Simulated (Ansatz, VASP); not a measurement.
**WS2: VASP beside Ansatz**

```xyz
6
Lattice="3.9465 0.0000 0.0000 0.0000 3.9465 0.0000 0.0000 0.0000 6.3024" Properties=species:S:1:pos:R:3 pbc="T T T"
W     0.0000    1.9732    4.8872
W     1.9732    0.0000    1.4152
S     0.0000    0.0000    0.0000
S     1.9732    1.9732    0.0000
S     0.0000    1.9732    2.4283
S     1.9732    0.0000    3.8740
```

Alike in both runs: functional PBE; k mesh 4 × 4 × 4; occupations gaussian, width 0.1 eV; no spin polarisation.

Ansatz relaxed the structure, and its values are those at the end. VASP's run is a single point on that final structure, the one shown.

|  | VASP | Ansatz |
| --- | --- | --- |
| version | VASP 6.6.1 | Ansatz 0.2.0 |
| potentials or method | VASP PAW PBE potentials, release 64 (W_sv, S), cutoff 520 eV | scalar-relativistic, plane waves, PAW |
| valence electrons in the cell | 52 | 52 |

VASP gave:

```
gap on the k mesh at the Fermi level (eV) : none
pressure (GPa)                            : 0.1
rms of the force components (eV/Å)        : 0.011
```

Problem. What did Ansatz give for the same quantities?

Solution. gap on the k mesh at the Fermi level (eV): none; pressure (GPa): 0.0; rms of the force components (eV/Å): 0.007.

A gap of «none» marks a metal or a gap that the smearing closes.

The k mesh is coarse, so the values compare programs but aren't converged. Spin-orbit coupling is off throughout.
